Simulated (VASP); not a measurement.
# CoO (R3m) in VASP: notebook

CoO is run at these levels: PBEsol+U; tasks: single point.

All numbers are computed with VASP 6.6.1; they aren't measurements. Logs are shortened: lines on timing, memory, paths and dates and some standing lists are left out, and cuts for length are marked.

## 1. The cell of the first run

It takes space group R3m (No. 160, trigonal). The conventional cell has a = 3.247 Å, b = 3.247 Å, c = 7.801 Å, α = 90.00°, β = 90.00°, γ = 120.00°. Within 2.6 Å of Co (site symmetry 3m) lie 4 O at 1.93 to 1.99 Å. O (site symmetry 3m) has 4 Co at 1.93 to 1.99 Å within 2.6 Å.

## 2. Single point, PBEsol+U, collinear spin, antiferromagnetic start

Contents of INCAR:

```
PREC     = Accurate       # precision mode
ENCUT    = 520            # plane-wave cutoff, eV
EDIFF    = 1E-6           # SCF threshold, eV
ISMEAR   = 1              # smearing method
SIGMA    = 0.1            # smearing width, eV
LREAL    = F              # projectors in reciprocal space
LASPH    = T              # aspherical terms in the spheres
NELM     = 150            # most SCF steps
ALGO     = Normal         # electronic algorithm
ISIF     = 2              # what is computed and relaxed
LWAVE    = F              # write WAVECAR
LCHARG   = T              # write CHGCAR
ISPIN    = 2              # spin polarisation
MAGMOM   = 1.8 -1.8 0 0   # initial moments
LORBIT   = 11             # projections on sites
LMAXMIX  = 4              # l up to which the mixer works
LDAU     = T              # DFT+U
LDAUTYPE = 2            
LDAUL    = 2 -1           # shell
LDAUU    = 4.5 0          # U, eV
LDAUJ    = 0 0          
LDAUPRINT= 1            
GGA      = PS             # functional
LELF     = T              # ELF
LVHAR    = T            
NBANDS   = 27             # bands
```

Contents of KPOINTS:

```
regular mesh
0
Gamma
  8 8 8
```

Contents of POSCAR:

```
CoO
1.0
    1.6233042600      0.9372129749      5.2004864302
   -1.6233042600      0.9372129749      5.2004864302
    0.0000000000     -1.8744259498      5.2004864302
Co O
2 2
Direct
    0.9994900000      0.9994900000      0.9994900000
    0.4994900000      0.4994900000      0.4994900000
    0.3755000000      0.3755000000      0.3755000000
    0.8755300000      0.8755300000      0.8755300000
```

Potentials or basis: VASP PAW PBE potentials, release 64 (Co, O).

Run with:

```sh
$ cat potpaw_PBE.64/Co/POTCAR potpaw_PBE.64/O/POTCAR > POTCAR
$ mpirun -np 1 vasp_std > vasp.out
```

OUTCAR:

```text
PREC = Accurate
   ENCUT = 520
   EDIFF = 1E-6
   ISMEAR = 1
   LREAL = F
   LASPH = T
   NELM = 150
   ISIF = 2
   ISPIN = 2
   LORBIT = 11
   GGA = PS

 ion  position               nearest neighbor table
   1  0.999  0.999  0.999-   4 1.93   3 1.99   3 1.99   3 1.99
   2  0.499  0.499  0.499-   3 1.93   4 1.99   4 1.99   4 1.99
   3  0.376  0.376  0.376-   2 1.93   1 1.99   1 1.99   1 1.99
   4  0.876  0.876  0.876-   1 1.93   2 1.99   2 1.99   2 1.99

  LATTYP: Found a trigonal (rhomboedric) cell.
 ALAT       =     5.5279782915
 COS(alpha) =     0.8275365003

  Lattice vectors:

 A1 = (   1.6233042600,   0.9372129749,   5.2004864302)
 A2 = (  -1.6233042600,   0.9372129749,   5.2004864302)
 A3 = (   0.0000000000,  -1.8744259498,   5.2004864302)

Analysis of symmetry for initial positions (statically):
=====================================================================
 Subroutine PRICEL returns:
 Original cell was already a primitive cell.

 Routine SETGRP: Setting up the symmetry group for a
 trigonal (rhombohedral) supercell.

 Subroutine GETGRP returns: Found  6 space group operations
 (whereof  6 operations were pure point group operations)
 out of a pool of 12 trial point group operations.

The static configuration has the point symmetry C_3v.

Analysis of symmetry for dynamics (positions and initial velocities):
=====================================================================
 Subroutine PRICEL returns:
 Original cell was already a primitive cell.

 Routine SETGRP: Setting up the symmetry group for a
 trigonal (rhombohedral) supercell.

 Subroutine GETGRP returns: Found  6 space group operations
 (whereof  6 operations were pure point group operations)
 out of a pool of 12 trial point group operations.

The dynamic configuration has the point symmetry C_3v.

Analysis of structural, dynamic, and magnetic symmetry:
=====================================================================
 Subroutine PRICEL returns:
 Original cell was already a primitive cell.

 Routine SETGRP: Setting up the symmetry group for a
 trigonal (rhombohedral) supercell.

 Subroutine GETGRP returns: Found  6 space group operations
 (whereof  6 operations were pure point group operations)
 out of a pool of 12 trial point group operations.

The overall configuration has the point symmetry C_3v.

 Subroutine INISYM returns: Found  6 space group operations
 (whereof  6 operations are pure point group operations),
 and found     1 'primitive' translations

----------------------------------------------------------------------------------------

                                     Primitive cell

  volume of cell :      47.4716

  direct lattice vectors                    reciprocal lattice vectors
     1.623304260  0.937212975  5.200486430     0.308013730  0.177832223  0.064096568
    -1.623304260  0.937212975  5.200486430    -0.308013730  0.177832223  0.064096568
     0.000000000 -1.874425950  5.200486430     0.000000000 -0.355664446  0.064096568

  length of vectors
[... 129 lines left out ...]
atom =   1  type =  1  l = 2

 onsite density matrix

spin component  1

  0.9849  0.0000 -0.0000 -0.0096 -0.0000
  0.0000  0.9773  0.0000  0.0000 -0.0096
 -0.0000  0.0000  0.9845  0.0000 -0.0000
 -0.0096  0.0000  0.0000  0.9773  0.0000
 -0.0000 -0.0096 -0.0000  0.0000  0.9849

spin component  2

  0.4192 -0.0000 -0.0000  0.4079 -0.0000
 -0.0000  0.6577 -0.0000 -0.0000  0.4079
 -0.0000 -0.0000  0.1377 -0.0000 -0.0000
  0.4079 -0.0000 -0.0000  0.6577 -0.0000
 -0.0000  0.4079 -0.0000 -0.0000  0.4192

 occupancies and eigenvectors

  o =  0.1135  v =  0.0000  0.0000  0.0000  0.0000  0.0000  0.0000 -0.5998  0.0000  0.0000  0.8002      0.0000  0.0000  0.0000  0.0000  0.0000  0.0000  0.0000  0.0000  0.0000  0.0000
  o =  0.1135  v =  0.0000  0.0000  0.0000  0.0000  0.0000 -0.8002  0.0000 -0.0000  0.5997 -0.0000      0.0000  0.0000  0.0000  0.0000  0.0000  0.0000  0.0000  0.0000  0.0000  0.0000
  o =  0.1377  v =  0.0000  0.0000  0.0000  0.0000  0.0000  0.0000  0.0000  1.0000  0.0000 -0.0000      0.0000  0.0000  0.0000  0.0000  0.0000  0.0000  0.0000  0.0000  0.0000  0.0000
  o =  0.9635  v =  0.0000  0.0000  0.0000  0.0000  0.0000  0.0000  0.8002 -0.0000  0.0000  0.5998      0.0000  0.0000  0.0000  0.0000  0.0000  0.0000  0.0000  0.0000  0.0000  0.0000
  o =  0.9635  v =  0.0000  0.0000  0.0000  0.0000  0.0000  0.5997  0.0000 -0.0000  0.8002 -0.0000      0.0000  0.0000  0.0000  0.0000  0.0000  0.0000  0.0000  0.0000  0.0000  0.0000
  o =  0.9708  v = -0.0000 -0.8264 -0.0001 -0.0000 -0.5631  0.0000  0.0000  0.0000  0.0000  0.0000      0.0000  0.0000  0.0000  0.0000  0.0000  0.0000  0.0000  0.0000  0.0000  0.0000
  o =  0.9708  v = -0.5632  0.0000  0.0000 -0.8263  0.0000  0.0000  0.0000  0.0000  0.0000  0.0000      0.0000  0.0000  0.0000  0.0000  0.0000  0.0000  0.0000  0.0000  0.0000  0.0000
  o =  0.9845  v = -0.0000  0.0003 -1.0000  0.0000 -0.0002  0.0000  0.0000  0.0000  0.0000  0.0000      0.0000  0.0000  0.0000  0.0000  0.0000  0.0000  0.0000  0.0000  0.0000  0.0000
  o =  0.9914  v =  0.0000 -0.5631 -0.0003 -0.0000  0.8264  0.0000  0.0000  0.0000  0.0000  0.0000      0.0000  0.0000  0.0000  0.0000  0.0000  0.0000  0.0000  0.0000  0.0000  0.0000
  o =  0.9914  v = -0.8263 -0.0000 -0.0000  0.5632  0.0000  0.0000  0.0000  0.0000  0.0000  0.0000      0.0000  0.0000  0.0000  0.0000  0.0000  0.0000  0.0000  0.0000  0.0000  0.0000

atom =   2  type =  1  l = 2

 onsite density matrix

spin component  1

  0.4192  0.0000  0.0000  0.4080  0.0000
  0.0000  0.6577 -0.0000  0.0000  0.4080
  0.0000 -0.0000  0.1376 -0.0000 -0.0000
  0.4080  0.0000 -0.0000  0.6577 -0.0000
  0.0000  0.4080 -0.0000 -0.0000  0.4192

spin component  2

  0.9849 -0.0000  0.0000 -0.0096  0.0000
 -0.0000  0.9773  0.0000  0.0000 -0.0096
  0.0000  0.0000  0.9845 -0.0000 -0.0000
 -0.0096  0.0000 -0.0000  0.9773  0.0000
  0.0000 -0.0096 -0.0000  0.0000  0.9849

 occupancies and eigenvectors

  o =  0.1134  v =  0.0000 -0.5998  0.0000 -0.0000  0.8002  0.0000  0.0000  0.0000  0.0000  0.0000      0.0000  0.0000  0.0000  0.0000  0.0000  0.0000  0.0000  0.0000  0.0000  0.0000
  o =  0.1134  v = -0.8002 -0.0000  0.0000  0.5998  0.0000  0.0000  0.0000  0.0000  0.0000  0.0000      0.0000  0.0000  0.0000  0.0000  0.0000  0.0000  0.0000  0.0000  0.0000  0.0000
  o =  0.1376  v =  0.0000  0.0000  1.0000 -0.0000 -0.0000  0.0000  0.0000  0.0000  0.0000  0.0000      0.0000  0.0000  0.0000  0.0000  0.0000  0.0000  0.0000  0.0000  0.0000  0.0000
  o =  0.9635  v = -0.0000 -0.8002  0.0000 -0.0000 -0.5998  0.0000  0.0000  0.0000  0.0000  0.0000      0.0000  0.0000  0.0000  0.0000  0.0000  0.0000  0.0000  0.0000  0.0000  0.0000
  o =  0.9635  v = -0.5998  0.0000 -0.0000 -0.8002  0.0000  0.0000  0.0000  0.0000  0.0000  0.0000      0.0000  0.0000  0.0000  0.0000  0.0000  0.0000  0.0000  0.0000  0.0000  0.0000
  o =  0.9707  v =  0.0000  0.0000  0.0000  0.0000  0.0000  0.0000 -0.8264 -0.0001  0.0000 -0.5631      0.0000  0.0000  0.0000  0.0000  0.0000  0.0000  0.0000  0.0000  0.0000  0.0000
  o =  0.9708  v =  0.0000  0.0000  0.0000  0.0000  0.0000 -0.5632 -0.0000 -0.0000 -0.8263 -0.0000      0.0000  0.0000  0.0000  0.0000  0.0000  0.0000  0.0000  0.0000  0.0000  0.0000
  o =  0.9845  v =  0.0000  0.0000  0.0000  0.0000  0.0000  0.0000  0.0003 -1.0000 -0.0000 -0.0002      0.0000  0.0000  0.0000  0.0000  0.0000  0.0000  0.0000  0.0000  0.0000  0.0000
  o =  0.9914  v =  0.0000  0.0000  0.0000  0.0000  0.0000  0.0000  0.5631  0.0003 -0.0000 -0.8264      0.0000  0.0000  0.0000  0.0000  0.0000  0.0000  0.0000  0.0000  0.0000  0.0000
  o =  0.9914  v =  0.0000  0.0000  0.0000  0.0000  0.0000  0.8263 -0.0000 -0.0000 -0.5632  0.0000      0.0000  0.0000  0.0000  0.0000  0.0000  0.0000  0.0000  0.0000  0.0000  0.0000

 number of electron      30.0000001 magnetization      -0.0000266

 Free energy of the ion-electron system (eV)
  ---------------------------------------------------
  ext. energy  EPLUGINS =         0.00000000
  ---------------------------------------------------
  free energy    TOTEN  =       -25.21114267 eV

  energy without entropy =      -25.21150663  energy(sigma->0) =      -25.21126399

 E-fermi :   4.6646     XC(G=0): -11.1748

 val. band max:        4.6227541609   @ k =   0.5000   0.5000   0.5000
 cond. band min:       5.8174199485   @ k =   0.0000   0.0000   0.0000
 fundamental gap:      1.1946657876
 Fermi energy:         4.6646342976

 spin component 1

 k-point     1 :       0.0000    0.0000    0.0000
  band No.  band energies     occupation
      1     -13.5818      1.00000
      2     -12.9233      1.00000
      3      -1.4045      1.00000
      4      -1.4045      1.00000
      5      -1.1397      1.00000
      6      -0.6152      1.00000
[... 1433 lines left out ...]
     26      19.4770      0.00000
     27      20.0908      0.00000

 [... further k-points ...]
[... 5 lines left out ...]
  --------------------------------------------------------------------------------------
  -------------------------------------------------------------------------------------
  Total       -1.1563905     -1.1563852     -0.5104310      0.0000000      0.0000000     -0.0000000
  in kB      -39.0284831    -39.0283018    -17.2271793      0.0000000      0.0000000     -0.0000000
  external PRESSURE =     -31.7613214 kB  Pullay stress =       0.0000000 kB

 VOLUME and BASIS-vectors are now :
 -----------------------------------------------------------------------------
  energy-cutoff  :      520.00
  volume of cell :       47.47
      direct lattice vectors                 reciprocal lattice vectors
     1.623304260  0.937212975  5.200486430     0.308013730  0.177832223  0.064096568
    -1.623304260  0.937212975  5.200486430    -0.308013730  0.177832223  0.064096568
     0.000000000 -1.874425950  5.200486430     0.000000000 -0.355664446  0.064096568

 POSITION                                       TOTAL-FORCE (eV/Angst)
 -----------------------------------------------------------------------------------
      0.00000      0.00000     15.59350         0.000000      0.000000      0.117050
      0.00000      0.00000      7.79277         0.000000     -0.000000      0.114693
      0.00000      0.00000      5.85835         0.000000     -0.000000     -0.111815
      0.00000      0.00000     13.65955         0.000000     -0.000000     -0.119928
 -----------------------------------------------------------------------------------
    total drift:                                0.000000      0.000197     -0.000163

  FREE ENERGIE OF THE ION-ELECTRON SYSTEM (eV)
  ---------------------------------------------------
  free  energy   TOTEN  =       -25.2111426730 eV

  energy  without entropy=      -25.2115066284  energy(sigma->0) =      -25.21126399

 total charge

# of ion       s       p       d       tot
------------------------------------------
    1        0.356   0.439   7.173   7.969
    2        0.356   0.439   7.173   7.968
    3        1.541   3.456   0.000   4.997
    4        1.541   3.456   0.000   4.997
--------------------------------------------------
tot          3.794   7.790  14.347  25.930

 magnetization (x)

# of ion       s       p       d       tot
------------------------------------------
    1        0.015   0.044   2.615   2.674
    2       -0.015  -0.044  -2.615  -2.674
    3        0.007   0.063   0.000   0.070
    4       -0.007  -0.063   0.000  -0.070
--------------------------------------------------
tot          0.000   0.000  -0.000  -0.000
```

It took 8.8 min on 1 thread of Intel Xeon Platinum 8259CL at 2.50GHz (Skylake/Cascade Lake), shared host; peak memory 0.38 GiB.

What came out:

```
Free energy                                           : -25.2111 eV
Pressure                                              : -3.2 GPa
Largest force                                         : 0.120 eV/Å
Band gap on the k mesh                                : 1.19 eV
Net moment                                            : 0.00 μB per cell
Site moments                                          : Co +2.67, -2.67; O +0.07, -0.07 μB
Valence electrons inside the program's atomic spheres : Co 7.97; O 5.00
```

Forces in eV/Å, atoms in the order of the input:
```
Co   0.000  0.000  0.117
Co   0.000  0.000  0.115
O    0.000  0.000 -0.112
O    0.000  0.000 -0.120
```

Stress tensor (GPa, compression positive):
```
-3.90  0.00  0.00
 0.00 -3.90  0.00
 0.00  0.00 -1.72
```

Levels at points of the mesh, in eV from the valence-band top:
Spin up:
```tsv
k point	band 13	band 14	band 15	band 16	band 17	band 18
(0.00, 0.00, 0.00)	-1.29	-0.18	-0.18	1.19	3.83	4.41
(0.50, 0.00, 0.00)	-1.60	-0.85	-0.47	2.60	3.03	3.76
(0.50, 0.50, 0.00)	-1.53	-0.78	-0.77	2.43	3.35	3.80
(0.50, 0.50, 0.50)	-1.66	0.00	0.00	3.10	3.56	4.40
```
Spin down:
| k point | band 11 | band 12 | band 13 | band 14 | band 15 | band 16 | band 17 | band 18 | band 19 | band 20 |
| --- | --- | --- | --- | --- | --- | --- | --- | --- | --- | --- |
| (0.00, 0.00, 0.00) | -1.51 | -1.51 | -1.29 | -0.18 | -0.18 | 1.19 | 3.83 | 4.42 | 4.42 | 6.57 |
| (0.50, 0.00, 0.00) | -2.93 | -1.98 | -1.60 | -0.85 | -0.47 | 2.60 | 3.03 | 3.76 | 6.69 | 7.14 |
| (0.50, 0.50, 0.00) | -2.55 | -1.89 | -1.53 | -0.78 | -0.76 | 2.43 | 3.36 | 3.80 | 6.44 | 6.65 |
| (0.50, 0.50, 0.50) | -1.73 | -1.73 | -1.66 | 0.00 | 0.00 | 3.10 | 3.56 | 4.40 | 4.40 | 4.50 |

Eigenvalues of the final occupation matrices:
```
    site  spin  trace               eigenvalues
site 1 d     1   4.91  0.97 0.97 0.98 0.99 0.99
site 1 d     2   2.29  0.11 0.11 0.14 0.96 0.96
site 2 d     1   2.29  0.11 0.11 0.14 0.96 0.96
site 2 d     2   4.91  0.97 0.97 0.98 0.99 0.99
```

Caveat: the cell stands under tension; the PAW data sets were made with another functional, which shifts forces and pressure a little. The state reached can hang on the start; a lower one may exist.

[end of part 1 of 2]
